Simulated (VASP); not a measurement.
The system is Te2Pt.

```xyz
3
Lattice="4.1344 0.0000 0.0000 -2.0672 3.5805 0.0000 0.0000 0.0000 5.1928" Properties=species:S:1:pos:R:3 pbc="T T T"
Te    0.0000    2.3870    1.3868
Te    2.0672    1.1935    3.8060
Pt    0.0000    0.0000    0.0000
```

This cell differs from its parent crystal: equal strain along all axes, cell held: +2.0 %.

| Property | Result |
| --- | --- |
| Program | VASP 6.6.1 |
| Task | relaxation of the atoms |
| Functional | PBE |
| Dispersion | D3(BJ) |
| Potentials or basis | VASP PAW PBE potentials, release 64 (Te, Pt) |
| Cutoff | 450 eV |
| k mesh | 12 × 12 × 8 |
| Occupations | gaussian, width 0.1 eV |
| Spin | no spin polarisation |

At the start: pressure -5.6 GPa; volume 25.62 Å³/atom.

**Question.** Where does the relaxation end?

**Answer.** Over 3 steps the energy falls by 7.9 meV/atom at a fixed cell; space group P-3m1 (No. 164, to 0.1 Å) before and after.

Step by step:
| step | energy change (eV) | largest force (eV/Å) | pressure (GPa) |
| --- | --- | --- | --- |
| 1 | 0.0000 | 0.4619 | -5.63 |
| 2 | -0.0163 | 0.2654 | -4.95 |
| 3 | -0.0238 | 0.0014 | -4.02 |

Final structure:
```
Te Pt
1.0
     4.13441    0.00000    0.00000
    -2.06720    3.58050    0.00000
     0.00000    0.00000    5.19278
Te Pt
2 1
Direct
  0.33333 0.66667 0.25746
  0.66667 0.33333 0.74254
  0.00000 0.00000 0.00000
```

Caveat: the cell differs from its parent crystal (equal strain along all axes, cell held: +2.0 %).
